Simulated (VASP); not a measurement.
SiO2:

```
Si O
1.0
     4.97559    0.00000    0.00000
     0.00000    4.97559    0.00000
     0.00000    0.00000    6.90089
Si O
4 8
Direct
  0.80325 0.80325 0.50000
  0.69675 0.30325 0.25000
  0.30325 0.69675 0.75000
  0.19675 0.19675 0.00000
  0.76176 0.11039 0.43204
  0.88961 0.23824 0.06796
  0.11039 0.76176 0.56796
  0.26176 0.38961 0.81796
  0.23824 0.88961 0.93204
  0.73824 0.61039 0.31796
  0.38961 0.26176 0.18204
  0.61039 0.73824 0.68204
```

| Quantity | Value |
| --- | --- |
| Program | VASP 6.6.1 |
| Task | relaxation of cell and atoms |
| Functional | PBEsol |
| Potentials or basis | VASP PAW PBE potentials, release 64 (Si, O) |
| Cutoff | 600 eV |
| k mesh | 6 × 6 × 4 |
| Occupations | fermi-dirac, width 0.05 eV |
| Spin | no spin polarisation |

At the start: pressure 2.7 GPa; volume 14.24 Å³/atom.

**Question.** How do energy, volume and symmetry change on relaxing?

**Answer.** Over 36 steps the energy falls by 2.2 meV/atom and the volume is 14.72 Å³/atom (+3.4 %); space group P4_32_12 (No. 96, to 0.1 Å) before and after.

The path:
```
step  energy change (eV)  largest force (eV/Å)  pressure (GPa)  volume (Å³)
   1              0.0000                0.1759            2.71       170.84
   2              0.0242                0.2646           -3.64       176.87
   3             -0.0228                0.0245           -0.01       173.28
   4             -0.0228                0.0249            0.04       173.23
   5             -0.0230                0.0221            0.05       173.26
   6             -0.0233                0.0193            0.06       173.31
   7             -0.0233                0.0323            0.01       173.43
   8             -0.0233                0.0231            0.02       173.39
   9             -0.0234                0.0248            0.00       173.48
  10             -0.0236                0.0300           -0.08       173.72
  11             -0.0239                0.0412           -0.24       174.20
  12             -0.0239                0.0380           -0.23       174.23
  13             -0.0242                0.0307           -0.19       174.30
  14             -0.0244                0.0275           -0.13       174.44
  15             -0.0246                0.0710            0.02       174.72
  16             -0.0246                0.0541           -0.03       174.63
  17             -0.0247                0.0464            0.02       174.70
  18             -0.0250                0.0311            0.11       174.83
  19             -0.0250                0.0362            0.29       175.09
  20             -0.0250                0.0268            0.21       174.98
  21             -0.0252                0.0281            0.16       175.13
  22             -0.0254                0.0439            0.02       175.49
  23             -0.0254                0.0530           -0.04       175.64
  24             -0.0256                0.0390           -0.09       175.79
  25             -0.0258                0.0192           -0.18       176.08
  26             -0.0258                0.0211           -0.21       176.16
  27             -0.0260                0.0254           -0.15       176.19
  28             -0.0262                0.0327           -0.04       176.26
  29             -0.0262                0.0480            0.18       176.39
  30             -0.0262                0.0409            0.08       176.33
  31             -0.0264                0.0198            0.10       176.46
  32             -0.0264                0.0151            0.10       176.45
  33             -0.0264                0.0126            0.02       176.57
  34             -0.0265                0.0126           -0.06       176.69
  35             -0.0265                0.0124           -0.05       176.66
  36             -0.0265                0.0090           -0.04       176.68
```

Final structure:
```xyz
12
Lattice="5.0226 0.0000 0.0000 0.0000 5.0226 0.0000 0.0000 0.0000 7.0035" Properties=species:S:1:pos:R:3 pbc="T T T"
Si    4.0151    4.0151    3.5017
Si    3.5189    1.5037    1.7509
Si    1.5037    3.5189    5.2526
Si    1.0076    1.0076    0.0000
O     3.8206    0.5222    3.0048
O     4.5005    1.2020    0.4969
O     0.5222    3.8206    3.9986
O     1.3093    1.9891    5.7495
O     1.2020    4.5005    6.5066
O     3.7134    3.0335    2.2478
O     1.9891    1.3093    1.2540
O     3.0335    3.7134    4.7557
```

Caveat: the PAW data sets were made with another functional, which shifts forces and pressure a little.
